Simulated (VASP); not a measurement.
# Si2Mo (I4/mmm) in VASP: notebook

Runs on Si2Mo. Level: PBEsol. Tasks: single point.

All numbers are computed with VASP 6.6.1; they aren't measurements. Logs are shortened: lines on timing, memory, paths and dates and some standing lists are left out, and cuts for length are marked.

### 1 The cell of the first run

Symmetry: I4/mmm, No. 139, tetragonal system. The conventional cell has a = 3.270 Å, b = 3.270 Å, c = 7.821 Å, α = 90.00°, β = 90.00°, γ = 90.00°. Within 3.4 Å of Si (site symmetry 4mm) lie 9 Si at 2.58 to 3.27 Å and 5 Mo at 2.62 to 2.65 Å. Within 3.5 Å of Mo (site symmetry 4/mmm) lie 10 Si at 2.62 to 2.65 Å and 4 Mo at 3.27 Å.

### 2 Single point, PBEsol (strain +0.025 along x and y, +0.000 along z)

Contents of INCAR:

```
  PREC = Accurate
  ENCUT = 520
  EDIFF = 1E-6
  ISMEAR = 0
  SIGMA = 0.15
  LREAL = F
  LASPH = T
  NELM = 60
  ALGO = Normal
  ISIF = 2
  LWAVE = F
  LCHARG = T
  GGA = PS
  LELF = T
  LVHAR = T
  NBANDS = 18
```

Contents of KPOINTS:

```
regular mesh
0
Gamma
  20 20 20
```

Contents of POSCAR:

```
Si2Mo
1.0
   -1.6349109575      1.6349109575      3.9106920000
    1.6349109575     -1.6349109575      3.9106920000
    1.6349109575      1.6349109575     -3.9106920000
Si Mo
2 1
Direct
    0.3350596655      0.3350596655      0.0000000000
    0.6649403345      0.6649403345      0.0000000000
    0.0000000000      0.0000000000      0.0000000000
```

Potentials or basis: VASP PAW PBE potentials, release 64 (Si, Mo_sv).

On the command line:

```bash
> cat potpaw_PBE.64/Si/POTCAR potpaw_PBE.64/Mo_sv/POTCAR > POTCAR
> mpirun -np 1 vasp_std > vasp.out
```

OUTCAR:

```text
PREC = Accurate
   ENCUT = 520
   EDIFF = 1E-6
   ISMEAR = 0
   LREAL = F
   LASPH = T
   NELM = 60
   ISIF = 2
   GGA = PS

 ion  position               nearest neighbor table
   1  0.335  0.335  0.000-   2 2.58   3 2.62   3 2.65   3 2.65   3 2.65   3 2.65   2 2.67   2 2.67
                             2 2.67   2 2.67
   2  0.665  0.665  0.000-   1 2.58   3 2.62   3 2.65   3 2.65   3 2.65   3 2.65   1 2.67   1 2.67
                             1 2.67   1 2.67
   3  0.000  0.000  0.000-   1 2.62   2 2.62   1 2.65   2 2.65   2 2.65   2 2.65   2 2.65   1 2.65
                             1 2.65   1 2.65

  LATTYP: Found a body centered tetragonal cell.
 ALAT       =     3.2698219150
 C/A-ratio  =     2.3919908189

  Lattice vectors:

 A1 = (  -1.6349109575,   1.6349109575,   3.9106920000)
 A2 = (   1.6349109575,  -1.6349109575,   3.9106920000)
 A3 = (   1.6349109575,   1.6349109575,  -3.9106920000)

Analysis of symmetry for initial positions (statically):
=====================================================================
 Subroutine PRICEL returns:
 Original cell was already a primitive cell.

 Routine SETGRP: Setting up the symmetry group for a
 body centered tetragonal supercell.

 Subroutine GETGRP returns: Found 16 space group operations
 (whereof 16 operations were pure point group operations)
 out of a pool of 16 trial point group operations.

The static configuration has the point symmetry D_4h.

Analysis of symmetry for dynamics (positions and initial velocities):
=====================================================================
 Subroutine PRICEL returns:
 Original cell was already a primitive cell.

 Routine SETGRP: Setting up the symmetry group for a
 body centered tetragonal supercell.

 Subroutine GETGRP returns: Found 16 space group operations
 (whereof 16 operations were pure point group operations)
 out of a pool of 16 trial point group operations.

The dynamic configuration has the point symmetry D_4h.

 Subroutine INISYM returns: Found 16 space group operations
 (whereof 16 operations are pure point group operations),
 and found     1 'primitive' translations

----------------------------------------------------------------------------------------

                                     Primitive cell

  volume of cell :      41.8121

[... 83 lines left out ...]
   ICHARG =      2    charge: 1-file 2-atom 10-const
   ISPIN  =      1    spin polarized calculation?
   LNONCOLLINEAR =      F non collinear calculations
   LSORBIT =      F    spin-orbit coupling
   LASPH  =      T    aspherical Exc in radial PAW
   ENCUT  =  520.0 eV  38.22 Ry    6.18 a.u.   8.45  8.45  8.45*2*pi/ulx,y,z
   NELM   =     60;   NELMIN=  2; NELMDL= -5     # of ELM steps
   EDIFF  = 0.1E-05   stopping-criterion for ELM
   LREAL  =      F    real-space projection
   EDIFFG = 0.1E-04   stopping-criterion for IOM
   NSW    =      0    number of steps for IOM
   IBRION =     -1    ionic relax: 0-MD 1-quasi-New 2-CG
   NFREE  =      0    steps in history (QN), initial steepest desc. (CG)
   ISIF   =      2    stress and relaxation
   ISYM   =      2    0-nonsym 1-usesym 2-fastsym
   POTIM  = 0.5000    time-step for ionic-motion
   TEBEG  =    0.0;   TEEND  =   0.0 temperature during run
   PSTRESS=    0.0 pullay stress
   NELECT =      22.0000    total number of electrons
   NUPDOWN=      -1.0000    fix difference up-down
   EMIN   =  10.00;   EMAX   =-10.00  energy-range for DOS
   EFERMI =   0.00;   METHOD = LEGACY
   ISMEAR =     0;   SIGMA  =   0.15  broadening in eV -4-tet -1-fermi 0-gaus
   EFERMI_NEDOS =   21; number of points for ismear=-14 and -15
   IALGO  =     38    algorithm
   IMIX   =      4    mixing-type and parameters
     AMIX     =   0.40;   BMIX     =  1.00
     AMIX_MAG =   1.60;   BMIX_MAG =  1.00
  volume/ion in A,a.u.               =      13.94        94.05
  Fermi-wavevector in a.u.,A,eV,Ry     =   1.321646  2.497549 23.765949  1.746748
  Thomas-Fermi vector in A             =   2.451385
   LORBIT       =      0    0 simple, 1 ext, 2 COOP (PROOUT), +10 PAW based schemes
   GGA     = PS    functional components
   LHFCALC =     F    Hartree Fock is set to
   AEXX    =    0.0000 exact exchange contribution
   IVDW    =     0    specifies the selected vdW correction
   LEPSILON=     F    determine dielectric tensor
   LRPA    =     F    only Hartree local field effects (RPA)
 non-spin polarized calculation
 Gauss-broadening in eV      SIGMA  =   0.15
  energy-cutoff  :      520.00
  volume of cell :       41.81
 maximum number of plane-waves:      1150
 NGX is ok and might be reduce to    36
   NGX = 17   NGY = 17   NGZ = 17

 number of electron      22.0000000 magnetization

 Free energy of the ion-electron system (eV)
  ---------------------------------------------------
  ext. energy  EPLUGINS =         0.00000000
  ---------------------------------------------------
  free energy    TOTEN  =       -25.00728056 eV

  energy without entropy =      -25.00469706  energy(sigma->0) =      -25.00598881

 E-fermi :  11.5335     XC(G=0): -12.3269

 val. band max:       11.5247981451   @ k =  -0.4000   0.5000   0.3500
 cond. band min:      11.5410480268   @ k =  -0.4500  -0.4500   0.3000
 fundamental gap:      0.0162498817
 Fermi energy:        11.5335035204

 k-point     1 :       0.0000    0.0000    0.0000
  band No.  band energies     occupation
      1     -49.0799      2.00000
      2     -23.2210      2.00000
      3     -23.1939      2.00000
      4     -23.1939      2.00000
      5      -1.5071      2.00000
      6       5.4776      2.00000
[... 481 lines left out ...]
      5       0.4478      2.00000
      6       4.1969      2.00000
[... 10 lines left out ...]
     17      18.4251      0.00000
     18      20.0086      0.00000

 [... further k-points ...]
[... 5 lines left out ...]
  --------------------------------------------------------------------------------------
  -------------------------------------------------------------------------------------
  Total       -3.0153420     -3.0153420     -1.0157576      0.0000000     -0.0000000      0.0000000
  in kB     -115.5434538   -115.5434538    -38.9223300      0.0000000     -0.0000000      0.0000000
  external PRESSURE =     -90.0030792 kB  Pullay stress =       0.0000000 kB

 VOLUME and BASIS-vectors are now :
 -----------------------------------------------------------------------------
  energy-cutoff  :      520.00
  volume of cell :       41.81
      direct lattice vectors                 reciprocal lattice vectors
    -1.634910958  1.634910958  3.910692000     0.000000000  0.305827053  0.127854610
     1.634910958 -1.634910958  3.910692000     0.305827053  0.000000000  0.127854610
     1.634910958  1.634910958 -3.910692000     0.305827053  0.305827053  0.000000000

 POSITION                                       TOTAL-FORCE (eV/Angst)
 -----------------------------------------------------------------------------------
      0.00000      0.00000      2.62063        -0.000000     -0.000000      0.072995
      0.00000      0.00000      5.20075         0.000000      0.000000     -0.072995
      0.00000      0.00000      0.00000         0.000000      0.000000      0.000000
 -----------------------------------------------------------------------------------
    total drift:                               -0.000000      0.000000      0.000000

  FREE ENERGIE OF THE ION-ELECTRON SYSTEM (eV)
  ---------------------------------------------------
  free  energy   TOTEN  =       -25.0072805649 eV

  energy  without entropy=      -25.0046970587  energy(sigma->0) =      -25.00598881
```

Wall time 3.8 min (1 thread of Intel Xeon 6975P-C (Granite Rapids), shared host); peak memory 0.56 GiB.

Results:

```yaml
Free_energy: -25.0073 eV
Pressure: -9.0 GPa
Largest_force: 0.073 eV/Å
Band_gap_on_the_k_mesh: zero (bands 11 and 12 overlap by 0.89 eV)
```

Forces in eV/Å, atoms in the order of the input:
```
Si   0.000  0.000  0.073
Si   0.000  0.000 -0.073
Mo   0.000  0.000  0.000
```

Stress tensor (GPa, compression positive):
```
-11.55   0.00   0.00
  0.00 -11.55   0.00
  0.00   0.00  -3.89
```

Levels at points of the mesh, in eV from the Fermi level:
| k point | band 7 | band 8 | band 9 | band 10 | band 11 | band 12 | band 13 | band 14 | band 15 | band 16 |
| --- | --- | --- | --- | --- | --- | --- | --- | --- | --- | --- |
| (0.00, 0.00, 0.00) | -3.10 | -2.81 | -2.55 | -2.55 | 0.31 | 2.87 | 3.30 | 3.30 | 3.35 | 4.05 |
| (0.50, 0.00, 0.00) | -4.68 | -4.27 | -2.51 | -2.35 | -0.46 | 2.08 | 2.97 | 3.93 | 4.35 | 5.35 |
| (0.50, 0.50, 0.00) | -5.44 | -5.14 | -4.27 | -2.70 | -1.18 | 2.12 | 2.62 | 3.29 | 3.50 | 4.85 |
| (0.50, 0.50, 0.50) | -3.30 | -2.08 | -0.56 | -0.56 | -0.47 | -0.47 | 0.45 | 4.85 | 5.04 | 6.12 |

Caveat: the cell differs from its parent crystal (strain +0.025 along x and y, +0.000 along z); the cell stands under tension; the PAW data sets were made with another functional, which shifts forces and pressure a little.

### 3 Single point, PBEsol (strain +0.050 along x and y, -0.025 along z)

Contents of INCAR:

```
SYSTEM = Si2Mo
PREC = Accurate ; ENCUT = 520
EDIFF = 1E-6 ; ISMEAR = 0
SIGMA = 0.15 ; LREAL = .False.
LASPH = .True. ; NELM = 80
ALGO = Normal ; ISIF = 2
LWAVE = .False. ; LCHARG = .False.
GGA = PS ; NBANDS = 18
```

Contents of KPOINTS:

```
Automatic mesh
0
Gamma
  20 20 20
  0 0 0
```

Contents of POSCAR:

```
Si2Mo
1.0
   -1.6747868345      1.6747868345      3.8129247000
    1.6747868345     -1.6747868345      3.8129247000
    1.6747868345      1.6747868345     -3.8129247000
Si Mo
2 1
Direct
    0.3350596655      0.3350596655      0.0000000000
    0.6649403345      0.6649403345      0.0000000000
    0.0000000000      0.0000000000      0.0000000000
```

Potentials or basis: VASP PAW PBE potentials, release 64 (Si, Mo_sv).

On the command line:

```bash
> cat potpaw_PBE.64/Si/POTCAR potpaw_PBE.64/Mo_sv/POTCAR > POTCAR
> mpirun -np 1 vasp_std > vasp.out
```

It took 3.7 min on 1 thread of Intel Xeon 6975P-C (Granite Rapids), shared host; peak memory 0.57 GiB.

It converged, with:

- Free energy: -24.8032 eV
- Pressure: -11.1 GPa
- Largest force: 0.062 eV/Å
- Band gap on the k mesh: zero (bands 11 and 12 overlap by 0.62 eV)

Forces on the atoms (eV/Å):
```
Si   0.000  0.000  0.062
Si   0.000  0.000 -0.062
Mo   0.000  0.000  0.000
```

Stress tensor (GPa, compression positive):
```
-19.48   0.00   0.00
  0.00 -19.48   0.00
  0.00   0.00   5.56
```

Levels at points of the mesh, in eV from the Fermi level:
| k point | band 8 | band 9 | band 10 | band 11 | band 12 | band 13 | band 14 | band 15 |
| --- | --- | --- | --- | --- | --- | --- | --- | --- |
| (0.00, 0.00, 0.00) | -2.57 | -2.53 | -2.43 | 0.19 | 2.65 | 3.01 | 3.01 | 3.53 |
| (0.50, 0.00, 0.00) | -3.97 | -2.55 | -2.08 | -0.43 | 1.92 | 2.80 | 4.03 | 4.60 |
| (0.50, 0.50, 0.00) | -5.02 | -4.14 | -2.21 | -1.13 | 1.95 | 2.58 | 3.82 | 3.95 |
| (0.50, 0.50, 0.50) | -2.05 | -0.75 | -0.75 | -0.29 | -0.29 | 0.37 | 4.91 | 5.87 |

Caveat: the cell differs from its parent crystal (strain +0.050 along x and y, -0.025 along z); the cell stands under tension; the PAW data sets were made with another functional, which shifts forces and pressure a little.
